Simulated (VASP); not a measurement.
# SrCuTeF (P4/nmm) in VASP: single point with LDA

Aim: the single point of SrCuTeF with LDA.

Everything below comes from runs of VASP 6.6.1. Logs are shortened: lines on timing, memory, paths and dates and some standing lists are left out, and cuts for length are marked.

## 1. The cell of the first run

It takes space group P4/nmm (No. 129, tetragonal). The conventional cell has a = 4.276 Å, b = 4.276 Å, c = 9.222 Å, α = 90.00°, β = 90.00°, γ = 90.00°. Sr (site symmetry 4mm) has 4 F at 2.53 Å within 3.3 Å. Cu (site symmetry -4m2) has 4 Te at 2.67 Å and 4 Cu at 3.02 Å within 3.5 Å. Te (site symmetry 4mm) has 4 Cu at 2.67 Å and 4 Sr at 3.44 Å within 3.5 Å. F (site symmetry -4m2) has 4 Sr at 2.53 Å and 4 F at 3.02 Å within 3.3 Å.

## 2. Single point, LDA

The input, INCAR:

```
  PREC = Accurate
  ENCUT = 520
  EDIFF = 1E-6
  ISMEAR = 0
  SIGMA = 0.01
  LREAL = False
  LASPH = True
  NELM = 60
  ALGO = Normal
  ISIF = 2
  LWAVE = False
  LCHARG = True
  GGA = CA
  LELF = True
  LVHAR = True
  NBANDS = 44
```

The input, KPOINTS:

```
regular mesh
0
Gamma
  4 4 2
```

The input, POSCAR:

```
SrCuTeF
1.0
    4.2763660000      0.0000000000      0.0000000000
    0.0000000000      4.2763660000      0.0000000000
    0.0000000000      0.0000000000      9.2215530000
Sr Cu Te F
2 2 2 2
Direct
    0.0000000000      0.5000000000      0.8525340000
    0.5000000000      0.0000000000      0.1474660000
    0.5000000000      0.5000000000      0.5000000000
    0.0000000000      0.0000000000      0.5000000000
    0.0000000000      0.5000000000      0.3262570000
    0.5000000000      0.0000000000      0.6737430000
    0.5000000000      0.5000000000      0.0000000000
    0.0000000000      0.0000000000      0.0000000000
```

Potentials or basis: VASP PAW LDA potentials, release 64 (Sr_sv, Cu, Te, F).

On the command line:

```
> cat potpaw_LDA.64/Sr_sv/POTCAR potpaw_LDA.64/Cu/POTCAR potpaw_LDA.64/Te/POTCAR potpaw_LDA.64/F/POTCAR > POTCAR
> mpirun -np 1 vasp_std > vasp.out
```

OUTCAR:

```text
PREC = Accurate
   ENCUT = 520
   EDIFF = 1E-6
   ISMEAR = 0
   LREAL = False
   LASPH = True
   NELM = 60
   ISIF = 2
   GGA = CA

 ion  position               nearest neighbor table
   1  0.000  0.500  0.853-   7 2.53   8 2.53   8 2.53   7 2.53   6 3.44   6 3.44   6 3.44   6 3.44
                             3 3.89   4 3.89   4 3.89   3 3.89   2 4.07   2 4.07   2 4.07   2 4.07
   2  0.500  0.000  0.147-   7 2.53   8 2.53   7 2.53   8 2.53   5 3.44   5 3.44   5 3.44   5 3.44
                             4 3.89   3 3.89   4 3.89   3 3.89   1 4.07   1 4.07   1 4.07   1 4.07
   3  0.500  0.500  0.500-   5 2.67   6 2.67   6 2.67   5 2.67   2 3.89   1 3.89   1 3.89   2 3.89

   4  0.000  0.000  0.500-   5 2.67   6 2.67   5 2.67   6 2.67   1 3.89   1 3.89   2 3.89   2 3.89

   5  0.000  0.500  0.326-   3 2.67   4 2.67   4 2.67   3 2.67   2 3.44   2 3.44   2 3.44   2 3.44
                             1 4.37
   6  0.500  0.000  0.674-   3 2.67   4 2.67   3 2.67   4 2.67   1 3.44   1 3.44   1 3.44   1 3.44
                             2 4.37
   7  0.500  0.500  0.000-   1 2.53   2 2.53   2 2.53   1 2.53
   8  0.000  0.000  0.000-   1 2.53   2 2.53   1 2.53   2 2.53

  LATTYP: Found a simple tetragonal cell.
 ALAT       =     4.2763660000
 C/A-ratio  =     2.1563993821

  Lattice vectors:

 A1 = (   4.2763660000,   0.0000000000,   0.0000000000)
 A2 = (   0.0000000000,   4.2763660000,   0.0000000000)
 A3 = (   0.0000000000,   0.0000000000,   9.2215530000)

Analysis of symmetry for initial positions (statically):
=====================================================================
 Subroutine PRICEL returns:
 Original cell was already a primitive cell.

 Routine SETGRP: Setting up the symmetry group for a
 simple tetragonal supercell.

 Subroutine GETGRP returns: Found 16 space group operations
 (whereof  8 operations were pure point group operations)
 out of a pool of 16 trial point group operations.

The static configuration has the point symmetry D_2d.
 The point group associated with its full space group is D_4h.

Analysis of symmetry for dynamics (positions and initial velocities):
=====================================================================
 Subroutine PRICEL returns:
 Original cell was already a primitive cell.

 Routine SETGRP: Setting up the symmetry group for a
 simple tetragonal supercell.

 Subroutine GETGRP returns: Found 16 space group operations
 (whereof  8 operations were pure point group operations)
 out of a pool of 16 trial point group operations.

The dynamic configuration has the point symmetry D_2d.
 The point group associated with its full space group is D_4h.

 Subroutine INISYM returns: Found 16 space group operations
 (whereof  8 operations are pure point group operations),
 and found     1 'primitive' translations

----------------------------------------------------------------------------------------

                                     Primitive cell

  volume of cell :     168.6374

  direct lattice vectors                    reciprocal lattice vectors
     4.276366000  0.000000000  0.000000000     0.233843408  0.000000000  0.000000000
     0.000000000  4.276366000  0.000000000     0.000000000  0.233843408  0.000000000
     0.000000000  0.000000000  9.221553000     0.000000000  0.000000000  0.108441604

  length of vectors
     4.276366000  4.276366000  9.221553000     0.233843408  0.233843408  0.108441604

  position of ions in fractional coordinates (direct lattice)
     0.000000000  0.500000000  0.852534000
     0.500000000  0.000000000  0.147466000
     0.500000000  0.500000000  0.500000000
     0.000000000  0.000000000  0.500000000
     0.000000000  0.500000000  0.326257000
     0.500000000  0.000000000  0.673743000
     0.500000000  0.500000000  0.000000000
     0.000000000  0.000000000  0.000000000

  ion indices of the primitive-cell ions
   primitive index   ion index
                 1           1
                 2           2
                 3           3
                 4           4
                 5           5
                 6           6
                 7           7
                 8           8

----------------------------------------------------------------------------------------

 KPOINTS: regular mesh

Automatic generation of k-mesh.
 Grid dimensions read from file:
 generate k-points for:    4    4    2

 Generating k-lattice:

  Cartesian coordinates                     Fractional coordinates (reciprocal lattice)
     0.058460852  0.000000000  0.000000000     0.250000000  0.000000000  0.000000000
     0.000000000  0.058460852  0.000000000     0.000000000  0.250000000  0.000000000
     0.000000000  0.000000000  0.054220802     0.000000000  0.000000000  0.500000000

  Length of vectors
     0.058460852  0.058460852  0.054220802

  Shift w.r.t. Gamma in fractional coordinates (k-lattice)
     0.000000000  0.000000000  0.000000000

 Subroutine IBZKPT returns following result:
 ===========================================

 Found     12 irreducible k-points:

 Following reciprocal coordinates:
            Coordinates               Weight
  0.000000  0.000000  0.000000      1.000000
  0.250000  0.000000  0.000000      4.000000
  0.500000  0.000000  0.000000      2.000000
  0.250000  0.250000  0.000000      4.000000
  0.500000  0.250000  0.000000      4.000000
  0.500000  0.500000  0.000000      1.000000
  0.000000  0.000000  0.500000      1.000000
  0.250000  0.000000  0.500000      4.000000
  0.500000  0.000000  0.500000      2.000000
  0.250000  0.250000  0.500000      4.000000
  0.500000  0.250000  0.500000      4.000000
  0.500000  0.500000  0.500000      1.000000
   k-points           NKPTS =     12   k-points in BZ     NKDIM =     12   number of bands    NBANDS=     44
   number of dos      NEDOS =    301   number of ions     NIONS =      8
   total plane-waves  NPLWV =  71680
   dimension x,y,z NGX =    32 NGY =   32 NGZ =   70
   dimension x,y,z NGXF=    64 NGYF=   64 NGZF=  140
   ions per type =               2   2   2   2
   NGX,Y,Z   is equivalent  to a cutoff of  12.44, 12.44, 12.62 a.u.
   NGXF,Y,Z  is equivalent  to a cutoff of  24.88, 24.88, 25.24 a.u.
 SYSTEM =  unknown system
   PREC   = accura    normal or accurate (medium, high low for compatibility)
   ISTART =      0    job   : 0-new  1-cont  2-samecut
   ICHARG =      2    charge: 1-file 2-atom 10-const
   ISPIN  =      1    spin polarized calculation?
   LNONCOLLINEAR =      F non collinear calculations
   LSORBIT =      F    spin-orbit coupling
   LASPH  =      T    aspherical Exc in radial PAW
   ENCUT  =  520.0 eV  38.22 Ry    6.18 a.u.   7.95  7.95 17.15*2*pi/ulx,y,z
   NELM   =     60;   NELMIN=  2; NELMDL= -5     # of ELM steps
   EDIFF  = 0.1E-05   stopping-criterion for ELM
   LREAL  =      F    real-space projection
   EDIFFG = 0.1E-04   stopping-criterion for IOM
   NSW    =      0    number of steps for IOM
   IBRION =     -1    ionic relax: 0-MD 1-quasi-New 2-CG
   NFREE  =      0    steps in history (QN), initial steepest desc. (CG)
   ISIF   =      2    stress and relaxation
   ISYM   =      2    0-nonsym 1-usesym 2-fastsym
   POTIM  = 0.5000    time-step for ionic-motion
   TEBEG  =    0.0;   TEEND  =   0.0 temperature during run
   PSTRESS=    0.0 pullay stress
   NELECT =      68.0000    total number of electrons
   NUPDOWN=      -1.0000    fix difference up-down
   EMIN   =  10.00;   EMAX   =-10.00  energy-range for DOS
   EFERMI =   0.00;   METHOD = LEGACY
   ISMEAR =     0;   SIGMA  =   0.01  broadening in eV -4-tet -1-fermi 0-gaus
   EFERMI_NEDOS =   21; number of points for ismear=-14 and -15
   IALGO  =     38    algorithm
   IMIX   =      4    mixing-type and parameters
     AMIX     =   0.40;   BMIX     =  1.00
     AMIX_MAG =   1.60;   BMIX_MAG =  1.00
  volume/ion in A,a.u.               =      21.08       142.25
  Fermi-wavevector in a.u.,A,eV,Ry     =   1.209465  2.285557 19.902669  1.462805
  Thomas-Fermi vector in A             =   2.345041
   LORBIT       =      0    0 simple, 1 ext, 2 COOP (PROOUT), +10 PAW based schemes
   GGA     = CA    functional components
   LHFCALC =     F    Hartree Fock is set to
   AEXX    =    0.0000 exact exchange contribution
   IVDW    =     0    specifies the selected vdW correction
   LEPSILON=     F    determine dielectric tensor
   LRPA    =     F    only Hartree local field effects (RPA)
 non-spin polarized calculation
 Gauss-broadening in eV      SIGMA  =   0.01
  energy-cutoff  :      520.00
  volume of cell :      168.64
 maximum number of plane-waves:      4560
 NGX is ok and might be reduce to    32
   NGX = 15   NGY = 15   NGZ = 35

 number of electron      68.0000022 magnetization

 Free energy of the ion-electron system (eV)
  ---------------------------------------------------
  ext. energy  EPLUGINS =         0.00000000
  ---------------------------------------------------
  free energy    TOTEN  =       -40.87836116 eV

  energy without entropy =      -40.87836116  energy(sigma->0) =      -40.87836116

 E-fermi :   4.9697     XC(G=0): -10.1525

 val. band max:        4.9241227168   @ k =   0.0000   0.0000   0.0000
 cond. band min:       6.3226028506   @ k =   0.0000   0.0000   0.0000
 fundamental gap:      1.3984801338
 Fermi energy:         4.9696922182

 k-point     1 :       0.0000    0.0000    0.0000
  band No.  band energies     occupation
      1     -30.4117      2.00000
      2     -30.3739      2.00000
      3     -19.1286      2.00000
      4     -18.8261      2.00000
      5     -12.5658      2.00000
      6     -12.5658      2.00000
[... 36 lines left out ...]
     43       9.7325      0.00000
     44       9.8101      0.00000

 k-point     2 :       0.2500    0.0000    0.0000
  band No.  band energies     occupation
      1     -30.4013      2.00000
      2     -30.3746      2.00000
      3     -19.1125      2.00000
      4     -18.9007      2.00000
      5     -12.5704      2.00000
      6     -12.5405      2.00000
[... 462 lines left out ...]
 k-point    12 :       0.5000    0.5000    0.5000
  band No.  band energies     occupation
      1     -30.3736      2.00000
      2     -30.3736      2.00000
      3     -19.0866      2.00000
      4     -19.0866      2.00000
      5     -12.5721      2.00000
      6     -12.5721      2.00000
[... 36 lines left out ...]
     43      10.8267      0.00000
     44      10.8494      0.00000

------------------------ aborting loop because EDIFF is reached ----------------------------------------

  FORCE on cell =-STRESS in cart. coord.  units (eV):
  Direction    XX          YY          ZZ          XY          YZ          ZX
  --------------------------------------------------------------------------------------
  -------------------------------------------------------------------------------------
  Total       -5.8379747     -5.8379747     -5.3544504      0.0000000      0.0000000      0.0000000
  in kB      -55.4649967    -55.4649967    -50.8711642      0.0000000      0.0000000      0.0000000
  external PRESSURE =     -53.9337192 kB  Pullay stress =       0.0000000 kB

 VOLUME and BASIS-vectors are now :
 -----------------------------------------------------------------------------
  energy-cutoff  :      520.00
  volume of cell :      168.64
      direct lattice vectors                 reciprocal lattice vectors
     4.276366000  0.000000000  0.000000000     0.233843408  0.000000000  0.000000000
     0.000000000  4.276366000  0.000000000     0.000000000  0.233843408  0.000000000
     0.000000000  0.000000000  9.221553000     0.000000000  0.000000000  0.108441604

 POSITION                                       TOTAL-FORCE (eV/Angst)
 -----------------------------------------------------------------------------------
      0.00000      2.13818      7.86169         0.000000      0.000000      0.265402
      2.13818      0.00000      1.35987        -0.000000      0.000000     -0.265402
      2.13818      2.13818      4.61078        -0.000000      0.000000      0.000000
      0.00000      0.00000      4.61078        -0.000000     -0.000000      0.000000
      0.00000      2.13818      3.00860        -0.000000      0.000000      0.281675
      2.13818      0.00000      6.21296        -0.000000      0.000000     -0.281675
      2.13818      2.13818      0.00000         0.000000      0.000000      0.000000
      0.00000      0.00000      0.00000        -0.000000     -0.000000      0.000000
 -----------------------------------------------------------------------------------
    total drift:                                0.000000      0.000000      0.000000

  FREE ENERGIE OF THE ION-ELECTRON SYSTEM (eV)
  ---------------------------------------------------
  free  energy   TOTEN  =       -40.8783611634 eV

  energy  without entropy=      -40.8783611634  energy(sigma->0) =      -40.87836116
```

Run time: 1.9 min. Hardware: 1 thread of Intel Xeon 8259CL, shared host; peak memory 0.27 GiB.

What came out:

```
Free energy            : -40.8784 eV
Pressure               : -5.4 GPa
Largest force          : 0.282 eV/Å
Band gap on the k mesh : 1.40 eV
```

Forces in eV/Å, atoms in the order of the input:
```
Sr   0.000  0.000  0.265
Sr   0.000  0.000 -0.265
Cu   0.000  0.000  0.000
Cu   0.000  0.000  0.000
Te   0.000  0.000  0.282
Te   0.000  0.000 -0.282
F    0.000  0.000  0.000
F    0.000  0.000  0.000
```

Caveat: the cell stands under tension; spin-orbit coupling is left out, which moves the levels of the heavy elements.
